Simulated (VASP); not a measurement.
# BN (P1) in VASP: single point with PBE

Aim: the single point of BN with PBE.

All numbers are computed with VASP 6.6.1; they aren't measurements. Logs are shortened: lines on timing, memory, paths and dates and some standing lists are left out, and cuts for length are marked.

## Step 1: The cell of the first run

The typed cell holds 16 atoms: a = 5.229 Å, b = 5.229 Å, c = 5.229 Å, α = 60.00°, β = 60.00°, γ = 60.00°.

## Step 2: Single point, PBE (dynamics (nvt nose hoover) at 1800 K, volume x 1.06, from the last frame before)

Input file INCAR:

```
PREC = Accurate
ENCUT = 520
EDIFF = 1E-6
ISMEAR = -1
SIGMA = 0.1551
LREAL = Auto
LASPH = True
NELM = 60
ALGO = Normal
ISIF = 2
LWAVE = False
LCHARG = False
GGA = PE
NBANDS = 46
```

Input file KPOINTS:

```
Automatic mesh
0
Gamma
  2 2 2
  0.5 0.5 0.5
```

Input file POSCAR:

```
BN
1.0
   -3.6971181333      3.6971181333      0.0000000000
    0.0000000000      3.6971181333     -3.6971181333
   -3.6971181333      0.0000000000     -3.6971181333
B N
8 8
Direct
    0.0069521717      0.5285892767      0.4878662069
    0.0046388834     -0.0033332719      0.5142733966
   -0.0159729816      0.4796649542      0.0062207912
    0.0102024059      0.0010531176     -0.0114696092
    0.5048894660      0.4978117911      0.4934316227
    0.4797950555     -0.0224277389      0.5253624391
    0.5072772718      0.5050733930     -0.0005855912
    0.4977768991      0.0195636161     -0.0212906370
    0.3802199306      0.8764710467      0.3698921567
    0.3791155569      0.3793879312      0.3669888143
    0.3825597260      0.8637937401      0.8824131073
    0.3673051417      0.3780513496      0.8783210011
    0.8619978819      0.8755181423      0.3782654353
    0.8772275819      0.3653315775      0.3793949637
    0.8778634826      0.8841748849      0.8746528738
    0.8771379174      0.3726444356      0.8748499191
```

Potentials or basis: VASP PAW PBE potentials, release 64 (B, N).

The run is started by

```bash
cat potpaw_PBE.64/B/POTCAR potpaw_PBE.64/N/POTCAR > POTCAR
mpirun -np 1 vasp_std > vasp.out
```

OUTCAR:

```text
PREC = Accurate
   ENCUT = 520
   EDIFF = 1E-6
   ISMEAR = -1
   LREAL = Auto
   LASPH = True
   NELM = 60
   ISIF = 2
   GGA = PE

 ion  position               nearest neighbor table
   1  0.007  0.529  0.488-  13 1.49  10 1.59  16 1.66  14 1.72
   2  0.005  0.997  0.514-  15 1.54  14 1.58   9 1.61  13 1.71
   3  0.984  0.480  0.006-  16 1.48  14 1.60  12 1.64  15 1.73
   4  0.010  0.001  0.989-  15 1.55  16 1.59  11 1.59  13 1.67
   5  0.505  0.498  0.493-  10 1.58  14 1.59   9 1.62  12 1.64
   6  0.480  0.978  0.525-   9 1.53  11 1.53  13 1.64  10 1.72
[... 8 lines left out ...]
  15  0.878  0.884  0.875-   2 1.54   4 1.55   8 1.63   3 1.73
  16  0.877  0.373  0.875-   3 1.48   7 1.58   4 1.59   1 1.66

  LATTYP: Found a face centered cubic cell.
 ALAT       =     7.3942362666

  Lattice vectors:

 A1 = (  -3.6971181333,   3.6971181333,   0.0000000000)
 A2 = (   0.0000000000,   3.6971181333,  -3.6971181333)
 A3 = (  -3.6971181333,   0.0000000000,  -3.6971181333)

Analysis of symmetry for initial positions (statically):
=====================================================================
 Subroutine PRICEL returns:
 Original cell was already a primitive cell.

 Routine SETGRP: Setting up the symmetry group for a
 face centered cubic supercell.

 Subroutine GETGRP returns: Found  1 space group operations
 (whereof  1 operations were pure point group operations)
 out of a pool of 48 trial point group operations.

The static configuration has the point symmetry C_1 .

Analysis of symmetry for dynamics (positions and initial velocities):
=====================================================================
 Subroutine PRICEL returns:
 Original cell was already a primitive cell.

 Routine SETGRP: Setting up the symmetry group for a
 face centered cubic supercell.

 Subroutine GETGRP returns: Found  1 space group operations
 (whereof  1 operations were pure point group operations)
 out of a pool of 48 trial point group operations.

The dynamic configuration has the point symmetry C_1 .

 Subroutine INISYM returns: Found  1 space group operations
 (whereof  1 operations are pure point group operations),
 and found     1 'primitive' translations

----------------------------------------------------------------------------------------

                                     Primitive cell

  volume of cell :     101.0695

  direct lattice vectors                    reciprocal lattice vectors
    -3.697118133  3.697118133  0.000000000    -0.135240472  0.135240472  0.135240472
     0.000000000  3.697118133 -3.697118133     0.135240472  0.135240472 -0.135240472
    -3.697118133  0.000000000 -3.697118133    -0.135240472 -0.135240472 -0.135240472

  length of vectors
     5.228514606  5.228514606  5.228514606     0.234243368  0.234243368  0.234243368

  position of ions in fractional coordinates (direct lattice)
     0.006952172  0.528589277  0.487866207
     0.004638883  0.996666728  0.514273397
     0.984027018  0.479664954  0.006220791
     0.010202406  0.001053118  0.988530391
     0.504889466  0.497811791  0.493431623
     0.479795055  0.977572261  0.525362439
[... 8 lines left out ...]
     0.877863483  0.884174885  0.874652874
     0.877137917  0.372644436  0.874849919

  ion indices of the primitive-cell ions
   primitive index   ion index
                 1           1
                 2           2
                 3           3
                 4           4
                 5           5
                 6           6
[... 8 lines left out ...]
                15          15
                16          16

----------------------------------------------------------------------------------------

 KPOINTS: Automatic mesh

Automatic generation of k-mesh.
 Grid dimensions read from file:
 generate k-points for:    2    2    2

 Generating k-lattice:

  Cartesian coordinates                     Fractional coordinates (reciprocal lattice)
    -0.067620236  0.067620236  0.067620236     0.500000000  0.000000000  0.000000000
     0.067620236  0.067620236 -0.067620236     0.000000000  0.500000000  0.000000000
    -0.067620236 -0.067620236 -0.067620236     0.000000000  0.000000000  0.500000000

  Length of vectors
     0.117121684  0.117121684  0.117121684

  Shift w.r.t. Gamma in fractional coordinates (k-lattice)
     0.500000000  0.500000000  0.500000000

 Subroutine IBZKPT returns following result:
 ===========================================

 Found     16 irreducible k-points:

 Following reciprocal coordinates:
            Coordinates               Weight
  0.250000  0.250000  0.250000      2.000000
  0.250000  0.000000  0.000000      2.000000
  0.000000  0.000000 -0.250000      2.000000
  0.000000  0.250000  0.000000      2.000000
 -0.250000  0.250000  0.250000      2.000000
  0.250000 -0.250000  0.250000      2.000000
[... 8 lines left out ...]
  0.000000  0.250000  0.500000      2.000000
  0.500000  0.250000  0.000000      2.000000
   k-points           NKPTS =     16   k-points in BZ     NKDIM =     16   number of bands    NBANDS=     46
   number of dos      NEDOS =    301   number of ions     NIONS =     16
   total plane-waves  NPLWV =  64000
   dimension x,y,z NGX =    40 NGY =   40 NGZ =   40
   dimension x,y,z NGXF=    80 NGYF=   80 NGZF=   80
   ions per type =               8   8
   NGX,Y,Z   is equivalent  to a cutoff of  12.72, 12.72, 12.72 a.u.
   NGXF,Y,Z  is equivalent  to a cutoff of  25.44, 25.44, 25.44 a.u.
 SYSTEM =  unknown system
   PREC   = accura    normal or accurate (medium, high low for compatibility)
   ISTART =      0    job   : 0-new  1-cont  2-samecut
   ICHARG =      2    charge: 1-file 2-atom 10-const
   ISPIN  =      1    spin polarized calculation?
   LNONCOLLINEAR =      F non collinear calculations
   LSORBIT =      F    spin-orbit coupling
   LASPH  =      T    aspherical Exc in radial PAW
   ENCUT  =  520.0 eV  38.22 Ry    6.18 a.u.   9.72  9.72  9.72*2*pi/ulx,y,z
   NELM   =     60;   NELMIN=  2; NELMDL= -5     # of ELM steps
   EDIFF  = 0.1E-05   stopping-criterion for ELM
   LREAL  =      T    real-space projection
   EDIFFG = 0.1E-04   stopping-criterion for IOM
   NSW    =      0    number of steps for IOM
   IBRION =     -1    ionic relax: 0-MD 1-quasi-New 2-CG
   NFREE  =      0    steps in history (QN), initial steepest desc. (CG)
   ISIF   =      2    stress and relaxation
   ISYM   =      2    0-nonsym 1-usesym 2-fastsym
   POTIM  = 0.5000    time-step for ionic-motion
   TEBEG  =    0.0;   TEEND  =   0.0 temperature during run
   PSTRESS=    0.0 pullay stress
   NELECT =      64.0000    total number of electrons
   NUPDOWN=      -1.0000    fix difference up-down
   EMIN   =  10.00;   EMAX   =-10.00  energy-range for DOS
   EFERMI =   0.00;   METHOD = LEGACY
   ISMEAR =    -1;   SIGMA  =   0.16  broadening in eV -4-tet -1-fermi 0-gaus
   EFERMI_NEDOS =   21; number of points for ismear=-14 and -15
   IALGO  =     38    algorithm
   IMIX   =      4    mixing-type and parameters
     AMIX     =   0.40;   BMIX     =  1.00
     AMIX_MAG =   1.60;   BMIX_MAG =  1.00
  volume/ion in A,a.u.               =       6.32        42.63
  Fermi-wavevector in a.u.,A,eV,Ry     =   1.405815  2.656605 26.889408  1.976316
  Thomas-Fermi vector in A             =   2.528238
   LORBIT       =      0    0 simple, 1 ext, 2 COOP (PROOUT), +10 PAW based schemes
   GGA     = PE    functional components
[... 5 lines left out ...]
 non-spin polarized calculation
  energy-cutoff  :      520.00
  volume of cell :      101.07
 maximum number of plane-waves:      2716
 NGX is ok and might be reduce to    40
   NGX = 19   NGY = 19   NGZ = 19

 number of electron      64.0000001 magnetization

 Free energy of the ion-electron system (eV)
  ---------------------------------------------------
  ext. energy  EPLUGINS =         0.00000000
  ---------------------------------------------------
  free energy    TOTEN  =      -137.81022216 eV

  energy without entropy =     -137.81022177  energy(sigma->0) =     -137.81022197

 E-fermi :   8.9248     XC(G=0): -12.4921

 val. band max:        6.4790942389   @ k =   0.0000   0.0000  -0.2500
 cond. band min:      11.3275534772   @ k =   0.2500   0.0000   0.0000
 fundamental gap:      4.8484592383
 Fermi energy:         8.9248297680

 k-point     1 :       0.2500    0.2500    0.2500
  band No.  band energies     occupation
      1     -12.6309      2.00000
      2     -10.1235      2.00000
      3      -9.4046      2.00000
      4      -8.9298      2.00000
      5      -8.7146      2.00000
      6      -8.1387      2.00000
[... 36 lines left out ...]
     43      16.3383      0.00000
     44      16.4429      0.00000

 k-point     2 :       0.2500    0.0000    0.0000
  band No.  band energies     occupation
      1     -12.6247      2.00000
      2     -10.1805      2.00000
      3      -9.2752      2.00000
      4      -9.0337      2.00000
      5      -8.6801      2.00000
      6      -8.1866      2.00000
[... 36 lines left out ...]
     43      16.3520      0.00000
     44      16.6154      0.00000

 k-point     3 :       0.0000    0.0000   -0.2500
  band No.  band energies     occupation
      1     -12.6317      2.00000
      2     -10.0982      2.00000
      3      -9.4114      2.00000
      4      -8.9755      2.00000
      5      -8.6989      2.00000
      6      -8.1575      2.00000
[... 36 lines left out ...]
     43      16.2443      0.00000
     44      16.4571      0.00000

 k-point     4 :       0.0000    0.2500    0.0000
  band No.  band energies     occupation
      1     -12.6261      2.00000
      2     -10.1909      2.00000
      3      -9.2778      2.00000
      4      -8.9900      2.00000
      5      -8.7071      2.00000
      6      -8.1490      2.00000
[... 506 lines left out ...]
     43      16.8842      0.00000
     44      17.3421      0.00000

 k-point    15 :       0.0000    0.2500    0.5000
  band No.  band energies     occupation
      1     -11.7768      2.00000
      2     -10.7572      2.00000
      3     -10.1212      2.00000
      4      -9.2815      2.00000
      5      -9.2370      2.00000
      6      -8.3066      2.00000
[... 36 lines left out ...]
     43      16.8269      0.00000
     44      17.4155      0.00000

 k-point    16 :       0.5000    0.2500    0.0000
  band No.  band energies     occupation
      1     -11.7522      2.00000
      2     -10.8504      2.00000
      3     -10.0502      2.00000
      4      -9.3104      2.00000
      5      -9.0741      2.00000
      6      -8.5250      2.00000
[... 36 lines left out ...]
     43      17.0114      0.00000
     44      17.2045      0.00000
 [bands above 44 left out]

------------------------ aborting loop because EDIFF is reached ----------------------------------------

  FORCE on cell =-STRESS in cart. coord.  units (eV):
  Direction    XX          YY          ZZ          XY          YZ          ZX
  --------------------------------------------------------------------------------------
  -------------------------------------------------------------------------------------
  Total       -9.7514704    -10.7505232     -9.9091622      0.3061117     -1.2138119      0.4372596
  in kB     -154.5826363   -170.4198599   -157.0824040      4.8525556    -19.2416353      6.9315435
  external PRESSURE =    -160.6949667 kB  Pullay stress =       0.0000000 kB

 VOLUME and BASIS-vectors are now :
 -----------------------------------------------------------------------------
  energy-cutoff  :      520.00
  volume of cell :      101.07
      direct lattice vectors                 reciprocal lattice vectors
    -3.697118133  3.697118133  0.000000000    -0.135240472  0.135240472  0.135240472
     0.000000000  3.697118133 -3.697118133     0.135240472  0.135240472 -0.135240472
    -3.697118133  0.000000000 -3.697118133    -0.135240472 -0.135240472 -0.135240472

 POSITION                                       TOTAL-FORCE (eV/Angst)
 -----------------------------------------------------------------------------------
     -1.82940      1.97996     -3.75796        -0.296564     -2.481924      2.028877
     -1.91848      3.70195     -5.58612         1.681036      0.053702      0.838727
     -3.66106      5.41144     -1.79638        -2.186911      3.236150     -2.025299
     -3.69243      0.04161     -3.65861        -0.262881     -1.904190     -1.306995
     -3.69091      3.70710     -3.66474        -0.336031     -0.155474     -0.432412
     -3.71619      5.38806     -5.55653         0.756270      4.052036      1.114641
[... 8 lines left out ...]
     -6.47926      6.51446     -6.50259         0.468976     -1.421667      1.050244
     -6.47731      4.62059     -4.61213         0.871650      0.235038      0.645374
 -----------------------------------------------------------------------------------
    total drift:                                0.001645      0.000313     -0.004160

  FREE ENERGIE OF THE ION-ELECTRON SYSTEM (eV)
  ---------------------------------------------------
  free  energy   TOTEN  =      -137.8102221629 eV

  energy  without entropy=     -137.8102217717  energy(sigma->0) =     -137.81022197
```

Wall time 59 s (1 thread of Intel Xeon 6975P-C (Granite Rapids), shared host); peak memory 0.25 GiB.

What came out:

```yaml
Free_energy: -137.8102 eV
Pressure: -16.1 GPa
Largest_force: 4.400 eV/Å
Band_gap_on_the_k_mesh: 4.85 eV, indirect (least direct gap 4.88 eV)
```

Forces on the atoms (eV/Å):
```
B   -0.297 -2.482  2.029
B    1.681  0.054  0.839
B   -2.187  3.236 -2.025
B   -0.263 -1.904 -1.307
B   -0.336 -0.155 -0.432
B    0.756  4.052  1.115
B   -0.019 -2.211  0.886
B   -2.561 -0.292 -0.715
N    0.236 -1.436 -0.135
N   -0.493 -0.838 -0.957
N    1.592  0.445 -0.821
N    0.659  0.514  0.776
N   -0.811  1.544 -0.458
N    0.701  0.660 -0.489
N    0.469 -1.422  1.050
N    0.872  0.235  0.645
```

Caveat: the k points lie up to 0.74 Å⁻¹ apart; forces of over 1 eV/Å act on the atoms, so gaps and moduli don't describe the material at rest. A k mesh can miss the band edges.
